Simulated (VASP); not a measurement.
**C: single point with PBEsol**

Crystal: C.

```
C
1.0
     2.49828    0.00000    0.00000
    -1.24914    2.16358    0.00000
     0.00000    0.00000    4.22300
C
4
Direct
  0.33333 0.66667 0.99974
  0.66667 0.33333 0.49974
  0.33333 0.66667 0.37426
  0.66667 0.33333 0.87426
```

| Quantity | Value |
| --- | --- |
| Program | VASP 6.6.1 |
| Task | single point |
| Functional | PBEsol |
| Potentials or basis | VASP PAW PBE potentials, release 64 (C) |
| Cutoff | 520 eV |
| k mesh | 9 × 9 × 6 |
| Occupations | gaussian, width 0.01 eV |
| Spin | no spin polarisation |
| Dipole correction | no |
| Further INCAR settings | ALGO = Normal; EDIFF = 1e-06; NBANDS = 16 |

```json
{
 "Pressure": "-5.2 GPa",
 "Largest force": "0.013 eV/Å",
 "Band gap on the k mesh": "3.09 eV, indirect (least direct gap 4.85 eV)"
}
```

Forces on the atoms (eV/Å):
```
C    0.000  0.000  0.013
C    0.000  0.000  0.013
C    0.000  0.000 -0.013
C    0.000  0.000 -0.013
```

Stress tensor (GPa, compression positive):
```
  1.14   0.00   0.00
  0.00   1.14   0.00
  0.00   0.00 -17.99
```

Levels at points of the mesh, in eV from the valence-band top:
| k point | band 5 | band 6 | band 7 | band 8 | band 9 | band 10 | band 11 | band 12 |
| --- | --- | --- | --- | --- | --- | --- | --- | --- |
| (0.00, 0.00, 0.00) | -2.92 | -0.48 | 0.00 | 0.00 | 4.85 | 5.09 | 5.09 | 8.44 |
| (0.00, 0.00, 0.50) | -1.74 | -1.74 | -1.74 | -1.74 | 7.28 | 7.28 | 7.28 | 7.28 |

Wall time 17 s on 1 thread of Intel(R) Xeon(R) Platinum 8259CL CPU @ 2.50GHz (Skylake/Cascade Lake), on a shared host, peak memory 0.13 GiB.

Caveat: the PAW data sets were made with another functional, which shifts forces and pressure a little. PBEsol gaps usually lie below the measured ones, often by a third to a half.
